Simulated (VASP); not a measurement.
HfSi3O8, 12 atoms in the cell. The typed cell holds 12 atoms: a = 5.296 Å, b = 5.303 Å, c = 9.106 Å, α = 90.32°, β = 90.89°, γ = 119.69°. 

```yaml
Program: VASP 6.6.1
Task: single point
Functional: PBE
Potentials_or_basis: VASP PAW PBE potentials, release 64 (Hf_pv, Si, O)
Cutoff: 520 eV
k_mesh: 6 × 6 × 4
Occupations: gaussian, width 0.02 eV
Spin: no spin polarisation
Dipole_correction: no
Further_INCAR_settings: ALGO = Normal; EDIFF = 1e-07; NBANDS = 47
```

Potentials or basis: VASP PAW PBE potentials, release 64 (Hf_pv, Si, O).

Command:

```bash
$ cat potpaw_PBE.64/Hf_pv/POTCAR potpaw_PBE.64/Si/POTCAR potpaw_PBE.64/O/POTCAR > POTCAR
$ mpirun -np 1 vasp_std > vasp.out
```

Hardware: 1 thread of Oxide Virtual Turin-like Processor, with other jobs on the host.

Task: Estimate the wall time of this run.

Result: It took 24 min on 1 thread of Oxide Virtual Turin-like Processor, with other jobs on the host, peak memory 0.72 GiB. Counts: scf iterations 18, k points 76.
